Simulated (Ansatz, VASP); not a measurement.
# CdI2: VASP beside Ansatz

The input POSCAR:

```
CdI2
1.0
    4.2483568955      0.0000000000      0.0000000000
   -2.1241784478      3.6791849958      0.0000000000
    0.0000000000      0.0000000000      6.8844152040
Cd I
1 2
Direct
    0.0000000000      0.0000000000      0.0000000000
    0.3333333333      0.6666666667      0.2495592320
    0.6666666667      0.3333333333      0.7504407680
```

File INCAR.step1:

```
SYSTEM = CdI2
ALGO = Normal ; EDIFF = 1E-5
ENCUT = 400 ; GGA = PE
GGA_COMPAT = .FALSE. ; ISIF = 2
ISMEAR = 0 ; LASPH = .TRUE.
LCHARG = .FALSE. ; LREAL = .FALSE.
LWAVE = .TRUE. ; NBANDS = 20
NELM = 120 ; PREC = Accurate
SIGMA = 0.2
```

The input INCAR.step2:

```
SYSTEM = CdI2
ALGO = Normal ; EDIFF = 1E-6
ENCUT = 400 ; GGA = PE
GGA_COMPAT = .FALSE. ; HFSCREEN = 0.2079
ISIF = 2 ; ISMEAR = 0
ISTART = 1 ; LASPH = .TRUE.
LCHARG = .FALSE. ; LHFCALC = .TRUE.
LREAL = .FALSE. ; LWAVE = .FALSE.
NBANDS = 20 ; NELM = 120
PREC = Accurate ; PRECFOCK = Normal
SIGMA = 0.2
```

The input KPOINTS:

```
k-points
0
G
  6 6 2
  0 0 0
```

Input for Ansatz:

```yaml
crystal:
  lattice:
    - [4.2483568955, 0.0, 0.0]
    - [-2.1241784478, 3.6791849958, 0.0]
    - [0.0, 0.0, 6.884415204]
  atoms:
    - { symbol: Cd, position: [0.0, 0.0, 0.0] }
    - { symbol: I, position: [0.3333333333, 0.6666666667, 0.249559232] }
    - { symbol: I, position: [0.6666666667, 0.3333333333, 0.750440768] }
kpoints:
  mp_grid: { grid: [6, 6, 2] }
hamiltonian:
  xc: hse06
scf:
  occupations: { method: gaussian, width: 0.2 }
  n_extra_bands: 4
output:
  forces: true
  stress: true
  eigenvalues: true
```

Alike in both runs: task single point; functional HSE06; k mesh 6 × 6 × 2; occupations gaussian, width 0.2 eV; no spin polarisation.

|  | VASP | Ansatz |
| --- | --- | --- |
| version | VASP 6.6.1 | Ansatz 0.2.0 |
| potentials or method | VASP PAW PBE potentials, release 64 (Cd, I) | plane waves |
| plane-wave cutoff (eV) | 400 | 420 |
| valence electrons in the cell | 26 | 54 |

|  | VASP | Ansatz | Ansatz less VASP |
| --- | --- | --- | --- |
| gap on the k mesh at the Fermi level (eV) | 3.35 | 3.35 | -0.001 |
| pressure (GPa) | 0.6 | 0.8 | +0.17 |
| traceless stress, the component that is largest in VASP (GPa) | -0.07 | -0.06 | +0.012 |
| rms of the force components (eV/Å) | 0.029 | 0.036 | +0.0071 |

Atom by atom the forces differ by 0.007 eV/Å (rms over components). VASP's potentials hold 26 valence electrons a cell and Ansatz's 54, so a difference there can come from the potentials and not from the codes. Ansatz's warnings: stress exchange threshold loose, stress scf threshold loose.

The k mesh is coarse, so the values compare programs but aren't converged. Spin-orbit coupling is off throughout.
